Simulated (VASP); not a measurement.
# Rb (Im-3m) in VASP: a series of runs, part 2 of 2

VASP 6.6.1. Earlier steps stand in the parts before.

## 3. Single point, PBEsol (strain -0.040 along x and y, -0.040 along z)

INCAR

```
PREC = Accurate ; ENCUT = 520
EDIFF = 1E-6 ; ISMEAR = 0
SIGMA = 0.15 ; LREAL = F
LASPH = T ; NELM = 80
ALGO = Normal ; ISIF = 2
LWAVE = F ; LCHARG = T
GGA = PS ; LELF = T
LVHAR = T ; NBANDS = 10
```

KPOINTS

```
regular mesh
0
Gamma
  12 12 12
```

POSCAR

```
Rb
1.0
   -2.6937600000      2.6937600000      2.6937600000
    2.6937600000     -2.6937600000      2.6937600000
    2.6937600000      2.6937600000     -2.6937600000
Rb
1
Direct
    0.0000000000      0.0000000000      0.0000000000
```

Potentials or basis: VASP PAW PBE potentials, release 64 (Rb_sv).

Started as:

```console
$ cat potpaw_PBE.64/Rb_sv/POTCAR > POTCAR
$ mpirun -np 1 vasp_std > vasp.out
```

OUTCAR:

```text
PREC = Accurate
   ENCUT = 520
   EDIFF = 1E-6
   ISMEAR = 0
   LREAL = F
   LASPH = T
   NELM = 80
   ISIF = 2
   GGA = PS

 ion  position               nearest neighbor table
   1  0.000  0.000  0.000-

  LATTYP: Found a body centered cubic cell.
 ALAT       =     5.3875200000

  Lattice vectors:

 A1 = (  -2.6937600000,   2.6937600000,   2.6937600000)
 A2 = (   2.6937600000,  -2.6937600000,   2.6937600000)
 A3 = (   2.6937600000,   2.6937600000,  -2.6937600000)

Analysis of symmetry for initial positions (statically):
=====================================================================
 Subroutine PRICEL returns:
 Original cell was already a primitive cell.

 Routine SETGRP: Setting up the symmetry group for a
 body centered cubic supercell.

 Subroutine GETGRP returns: Found 48 space group operations
 (whereof 48 operations were pure point group operations)
 out of a pool of 48 trial point group operations.

The static configuration has the point symmetry O_h .

Analysis of symmetry for dynamics (positions and initial velocities):
[... 163 lines left out ...]

 k-point     1 :       0.0000    0.0000    0.0000
  band No.  band energies     occupation
      1     -28.4804      2.00000
      2     -12.5070      2.00000
      3     -12.5070      2.00000
      4     -12.5070      2.00000
      5      -1.8819      2.00000
      6       4.1166      0.00000
      7       4.1166      0.00000
      8       4.1166      0.00000
      9       5.1779      0.00000
     10       5.1779      0.00000
[... 287 lines left out ...]
 k-point    24 :       0.4167    0.0833    0.0833
  band No.  band energies     occupation
      1     -28.4715      2.00000
      2     -12.6578      2.00000
      3     -12.5663      2.00000
      4     -12.5179      2.00000
      5       0.6938      0.00020
      6       1.2509      0.00000
      7       2.6031      0.00000
      8       4.7691      0.00000
      9       5.9040      0.00000
     10       5.9913      0.00000

 [... further k-points ...]

------------------------ aborting loop because EDIFF is reached ----------------------------------------

  FORCE on cell =-STRESS in cart. coord.  units (eV):
  Direction    XX          YY          ZZ          XY          YZ          ZX
  --------------------------------------------------------------------------------------
  -------------------------------------------------------------------------------------
  Total        0.1735885      0.1735885      0.1735885     -0.0000000      0.0000000     -0.0000000
  in kB        3.5570901      3.5570901      3.5570901     -0.0000000      0.0000000     -0.0000000
  external PRESSURE =       3.5570901 kB  Pullay stress =       0.0000000 kB

 VOLUME and BASIS-vectors are now :
 -----------------------------------------------------------------------------
  energy-cutoff  :      520.00
  volume of cell :       78.19
      direct lattice vectors                 reciprocal lattice vectors
    -2.693760000  2.693760000  2.693760000     0.000000000  0.185614160  0.185614160
     2.693760000 -2.693760000  2.693760000     0.185614160  0.000000000  0.185614160
     2.693760000  2.693760000 -2.693760000     0.185614160  0.185614160  0.000000000

 POSITION                                       TOTAL-FORCE (eV/Angst)
 -----------------------------------------------------------------------------------
      0.00000      0.00000      0.00000         0.000000     -0.000000      0.000000
 -----------------------------------------------------------------------------------
    total drift:                               -0.000000      0.000000      0.000000

  FREE ENERGIE OF THE ION-ELECTRON SYSTEM (eV)
  ---------------------------------------------------
  free  energy   TOTEN  =        -1.0205352593 eV

  energy  without entropy=       -1.0092677036  energy(sigma->0) =       -1.01490148
```

OSZICAR:

```text
N       E                     dE             d eps       ncg     rms          rms(c)
DAV:   1     0.422809777416E+02    0.42281E+02   -0.34078E+03  1440   0.670E+02
DAV:   2     0.157487171967E+01   -0.40706E+02   -0.39463E+02  1610   0.126E+02
DAV:   3    -0.929793698143E+00   -0.25047E+01   -0.24810E+01  1924   0.318E+01
DAV:   4    -0.102021558084E+01   -0.90422E-01   -0.90298E-01  2002   0.521E+00
DAV:   5    -0.102182786054E+01   -0.16123E-02   -0.16120E-02  1954   0.620E-01    0.139E+00
DAV:   6    -0.102056225580E+01    0.12656E-02   -0.29301E-03  1978   0.295E-01    0.855E-01
DAV:   7    -0.102046979147E+01    0.92464E-04   -0.46706E-03  1966   0.378E-01    0.695E-02
DAV:   8    -0.102052795778E+01   -0.58166E-04   -0.19813E-04  1676   0.116E-01    0.161E-02
DAV:   9    -0.102053527878E+01   -0.73210E-05   -0.11741E-05  2002   0.232E-02    0.560E-03
DAV:  10    -0.102053525927E+01    0.19514E-07   -0.35185E-06  1614   0.109E-02
   1 F= -.10205353E+01 E0= -.10149015E+01  d E =-.112676E-01
```

It took 19 s on 1 thread of Intel Xeon 6975P-C (Granite Rapids), shared host; peak memory 0.22 GiB.

What came out:

| Quantity | Value |
| --- | --- |
| Free energy | -1.0205 eV |
| Pressure | 0.4 GPa |

Caveat: the cell differs from its parent crystal (strain -0.040 along x and y, -0.040 along z); the PAW data sets were made with another functional, which shifts forces and pressure a little.

## 4. Single point, PBEsol (strain +0.040 along x and y, +0.040 along z)

INCAR

```
SYSTEM = Rb
PREC     = Accurate       ! precision mode
ENCUT    = 520            ! plane-wave cutoff, eV
EDIFF    = 1E-6           ! SCF threshold, eV
ISMEAR   = 0              ! smearing method
SIGMA    = 0.15           ! smearing width, eV
LREAL    = .FALSE.        ! projectors in reciprocal space
LASPH    = .TRUE.         ! aspherical terms in the spheres
NELM     = 60             ! most SCF steps
ALGO     = Fast           ! electronic algorithm
ISIF     = 2              ! what is computed and relaxed
LWAVE    = .FALSE.        ! write WAVECAR
LCHARG   = .TRUE.         ! write CHGCAR
GGA      = PS             ! functional
LELF     = .TRUE.         ! ELF
LVHAR    = .TRUE.       
NBANDS   = 10             ! bands
```

KPOINTS

```
regular mesh
0
G
  12 12 12
  0 0 0
```

POSCAR

```
Rb
1.0
   -2.9182400000      2.9182400000      2.9182400000
    2.9182400000     -2.9182400000      2.9182400000
    2.9182400000      2.9182400000     -2.9182400000
Rb
1
Direct
    0.0000000000      0.0000000000      0.0000000000
```

Started as:

```console
$ cat potpaw_PBE.64/Rb_sv/POTCAR > POTCAR
$ mpirun -np 1 vasp_std > vasp.out
```

It took 29 s on 1 thread of Intel Xeon 6975P-C (Granite Rapids), shared host; peak memory 0.26 GiB.

It converged, with:

- Free energy: -1.0150 eV
- Pressure: -0.3 GPa

Levels at points of the mesh, in eV from the Fermi level:
```csv
k point,band 2,band 3,band 4,band 5,band 6,band 7
"(0.00, 0.00, 0.00)",-12.96,-12.96,-12.96,-1.85,3.60,3.60
"(0.50, 0.00, 0.00)",-13.03,-12.98,-12.96,0.26,0.73,2.57
"(0.50, 0.50, 0.50)",-13.01,-13.01,-13.01,1.32,1.32,3.03
```

Caveat: the cell differs from its parent crystal (strain +0.040 along x and y, +0.040 along z); the PAW data sets were made with another functional, which shifts forces and pressure a little.

## 5. Single point, PBEsol (strain +0.080 along x and y, +0.080 along z)

INCAR

```
  PREC = Accurate
  ENCUT = 520
  EDIFF = 1E-7
  ISMEAR = 0
  SIGMA = 0.15
  LREAL = False
  LASPH = True
  NELM = 100
  ALGO = Fast
  ISIF = 2
  LWAVE = False
  LCHARG = False
  GGA = PS
  NBANDS = 10
```

KPOINTS

```
Automatic mesh
0
Gamma
  12 12 12
```

POSCAR

```
Rb
1.0
   -3.0304800000      3.0304800000      3.0304800000
    3.0304800000     -3.0304800000      3.0304800000
    3.0304800000      3.0304800000     -3.0304800000
Rb
1
Direct
    0.0000000000      0.0000000000      0.0000000000
```

Started as:

```console
$ cat potpaw_PBE.64/Rb_sv/POTCAR > POTCAR
$ mpirun -np 1 vasp_std > vasp.out
```

Run time: 34 s. Hardware: 1 thread of Intel Xeon 6975P-C (Granite Rapids), shared host; peak memory 0.27 GiB.

It converged, with:

- Free energy: -0.9856 eV
- Pressure: -0.5 GPa

Levels at points of the mesh, in eV from the Fermi level:
```tsv
k point	band 1	band 2	band 3	band 4	band 5	band 6	band 7	band 8
(0.00, 0.00, 0.00)	-28.99	-13.05	-13.05	-13.05	-1.71	3.49	3.49	3.49
(0.50, 0.00, 0.00)	-28.99	-13.10	-13.07	-13.05	0.27	0.67	2.53	3.84
(0.50, 0.50, 0.50)	-28.99	-13.08	-13.08	-13.08	1.37	1.37	2.78	2.78
```

Caveat: the cell differs from its parent crystal (strain +0.080 along x and y, +0.080 along z); the PAW data sets were made with another functional, which shifts forces and pressure a little.

## 6. Overview

| cell | gap on the mesh (eV) | pressure (GPa) |
| --- | --- | --- |
| a = 4.471 Å, angles 109.5°, 1 atom | none | 1.0 |
| a = 4.666 Å, angles 109.5°, 1 atom | none | 0.4 |
| a = 5.055 Å, angles 109.5°, 1 atom | none | -0.3 |
| a = 5.249 Å, angles 109.5°, 1 atom | none | -0.5 |

Alike in all rows: task single point; level PBEsol; potentials or basis VASP PAW PBE potentials, release 64 (Rb_sv); no spin polarisation; k mesh 12 × 12 × 12; cutoff (eV) 520; smearing gaussian 0.15 eV.

Caveats: the PAW data sets were made with another functional, which shifts forces and pressure a little.

Total energies depend on the potentials used, so only differences within one code and one set of settings carry meaning.
